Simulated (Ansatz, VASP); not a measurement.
**Two plane-wave programs on Ni**

```
Ni
1.0
    -1.37789    1.37789    1.37789
     1.37789   -1.37789    1.37789
     1.37789    1.37789   -1.37789
Ni
1
Cartesian
  0.0000 0.0000 0.0000
```

Alike in both runs: functional PBEsol; k mesh 28 × 28 × 28; occupations gaussian, width 0.1 eV; collinear spin.

Ansatz relaxed the structure, and its values are those at the end. VASP's run is a single point on that final structure, the one shown.

|  | VASP | Ansatz |
| --- | --- | --- |
| version | VASP 6.6.1 | Ansatz 0.2.0 |
| potentials or method | VASP PAW PBE potentials, release 64 (Ni), cutoff 520 eV | scalar-relativistic, plane waves, PAW |
| valence electrons in the cell | 10 | 18 |

```tsv
	VASP	Ansatz	Ansatz less VASP
gap on the k mesh at the Fermi level (eV)	none	none	-
pressure (GPa)	-0.1	0.0	+0.09
net moment per atom (μB)	0.54	0.54	+0.009
size of the moment on the site where the two differ most (μB)	0.54	0.57	+0.031
```

VASP's potentials were made for PBE, not for PBEsol. Site moments also hang on the region over which each program counts them. A gap of «none» marks a metal or a gap that the smearing closes. VASP's potentials hold 10 valence electrons a cell and Ansatz's 18, so a difference there can come from the potentials and not from the codes.
